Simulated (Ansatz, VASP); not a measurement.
Two plane-wave programs on CdS

```
Cd S
1.0
     4.25395    0.00000    0.00000
    -2.12697    3.68403    0.00000
     0.00000    0.00000    6.91948
Cd S
2 2
Cartesian
  0.0000 2.4560 -0.0060
  2.1270 1.2280 3.4537
  0.0000 2.4560 2.6008
  2.1270 1.2280 6.0605
```

Alike in both runs: functional RPBE; k mesh 6 × 6 × 4; occupations fermi-dirac, width 0.02 eV; no spin polarisation.

Ansatz relaxed the structure, and its values are those at the end. VASP's run is a single point on that final structure, the one shown.

```csv
,VASP,Ansatz
version,VASP 6.6.1,Ansatz 0.2.0
potentials or method,"VASP PAW PBE potentials, release 64 (Cd, S), cutoff 500 eV","plane waves, PAW"
valence electrons in the cell,36,52
```

VASP gave:

| Quantity | Value |
| --- | --- |
| pressure (GPa) | 0.2 |

What did Ansatz give for the same quantities?

Pressure (GPa): 0.0.

VASP's potentials were made for PBE, not for RPBE. With one functional, cell and mesh, what is left measures potentials, basis and numerics. VASP's potentials hold 36 valence electrons a cell and Ansatz's 52, so a difference there can come from the potentials and not from the codes.
